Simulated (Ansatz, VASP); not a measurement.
**Sc in VASP and in Ansatz**

Contents of INCAR:

```
SYSTEM = Sc
ALGO     = Normal         ! electronic algorithm
EDIFF    = 1E-7           ! SCF threshold, eV
ENCUT    = 520            ! plane-wave cutoff, eV
GGA      = PS             ! functional
ISIF     = 2              ! what is computed and relaxed
ISMEAR   = -1             ! smearing method
LASPH    = .True.         ! aspherical terms in the spheres
LCHARG   = .False.        ! write CHGCAR
LREAL    = .False.        ! projectors in reciprocal space
LWAVE    = .False.        ! write WAVECAR
NBANDS   = 24             ! bands
NELM     = 60             ! most SCF steps
PREC     = Accurate       ! precision mode
SIGMA    = 0.1            ! smearing width, eV
```

KPOINTS

```
k-points
0
Gamma
  8 8 11
  0 0 0
```

Contents of POSCAR:

```
Sc
1.0
    4.9945938620      0.0000000000      0.0000000000
   -2.4972969310      4.3254451661      0.0000000000
    0.0000000000      0.0000000000      3.1371433638
Sc
3
Direct
    1.0000000000      1.0000000000      0.0000000000
    0.3333333333      0.6666666667      0.5000000000
    0.6666666667      0.3333333333      0.5000000000
```

Input for Ansatz:

```yaml
crystal:
  lattice:
    - [4.994593862, 0.0, 0.0]
    - [-2.497296931, 4.3254451661, 0.0]
    - [0.0, 0.0, 3.1371433638]
  atoms:
    - { symbol: Sc, position: [1.0, 1.0, 0.0] }
    - { symbol: Sc, position: [0.3333333333, 0.6666666667, 0.5] }
    - { symbol: Sc, position: [0.6666666667, 0.3333333333, 0.5] }
hamiltonian:
  xc: pbesol
  pseudopotentials:
    kind: paw
    azcp:
      Sc: "pseudopotentials/Sc.paw.azcp"
basis:
  ecutwfc: 420
  fft_grid_basis: typed
kpoints:
  mp_grid: { grid: [8, 8, 11], shift: [0, 0, 0] }
magnetization:
  spin_polarized: false
scf:
  occupations: { method: fermi_dirac, width: 0.1 }
  lower_state_search: "off"
output:
  stress: true
```

Alike in both runs: task single point; functional PBEsol; k mesh 8 × 8 × 11; occupations fermi-dirac, width 0.1 eV; no spin polarisation.

|  | VASP | Ansatz |
| --- | --- | --- |
| version | VASP 6.6.1 | Ansatz 0.2.0 |
| potentials or method | VASP PAW PBE potentials, release 64 (Sc_sv), cutoff 520 eV | plane waves (420 eV) with PAW, scalar-relativistic |
| valence electrons in the cell | 33 | 33 |

|  | VASP | Ansatz | Ansatz less VASP |
| --- | --- | --- | --- |
| pressure (GPa) | 2.4 | 2.4 | -0.03 |
| traceless stress, the component that is largest in VASP (GPa) | 0.05 | 0.06 | +0.008 |

VASP's potentials were made for PBE, not for PBEsol, and Ansatz warns of the same on its side.
